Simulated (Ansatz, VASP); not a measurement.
## Two plane-wave programs on In

```
In
1.0
     3.04370    0.00000    0.00000
     0.00000    3.04370    0.00000
     0.00000    0.00000    3.04370
In
1
Direct
  0.00000 0.00000 0.00000
```

Alike in both runs: functional r2SCAN; k mesh 10 × 10 × 10; occupations fermi-dirac, width 0.1 eV; no spin polarisation.

Ansatz relaxed the structure, and its values are those at the end. VASP's run is a single point on that final structure, the one shown.

|  | VASP | Ansatz |
| --- | --- | --- |
| version | VASP 6.6.1 | Ansatz 0.2.0 |
| potentials or method | VASP PAW PBE potentials, release 64 (In_d), cutoff 520 eV | plane waves (500 eV) with PAW, scalar-relativistic |
| valence electrons in the cell | 13 | 13 |

```tsv
	VASP	Ansatz	Ansatz less VASP
pressure (GPa)	0.0	0.0	0.00
```

VASP's potentials were made for PBE, not for r2SCAN.
